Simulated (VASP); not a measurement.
NaCl, 2 atoms in the cell. It takes space group F-43m (No. 216, cubic). Conventional cell: a = 6.175 Å, b = 6.175 Å, c = 6.175 Å, α = 90.00°, β = 90.00°, γ = 90.00°. Na (site symmetry -43m) has 4 Cl at 2.67 Å within 3.5 Å. Cl (site symmetry -43m) has 4 Na at 2.67 Å within 3.5 Å. 

| Quantity | Value |
| --- | --- |
| Program | VASP 6.6.1 |
| Task | single point |
| Functional | r2SCAN |
| Potentials or basis | VASP PAW PBE potentials, release 64 (Na_pv, Cl) |
| Cutoff | 520 eV |
| k mesh | 6 × 6 × 6 |
| Occupations | gaussian, width 0.01 eV |
| Spin | no spin polarisation |
| Dipole correction | no |
| Further INCAR settings | ALGO = Normal; EDIFF = 1e-07; NBANDS = 14 |

Potentials or basis: VASP PAW PBE potentials, release 64 (Na_pv, Cl).

Command:

```console
$ cat potpaw_PBE.64/Na_pv/POTCAR potpaw_PBE.64/Cl/POTCAR > POTCAR
$ cp INCAR.step1 INCAR
$ mpirun -np 1 vasp_std > vasp.out
$ cp INCAR.step2 INCAR
$ mpirun -np 1 vasp_std > vasp.out
```

Hardware: 1 thread of Intel Xeon 8259CL, with other jobs on the host.

Question: Estimate the wall time of this run.

Answer: Run time: 95 s on 1 thread of Intel Xeon 8259CL, with other jobs on the host, peak memory 0.18 GiB. Counts: k points 16.
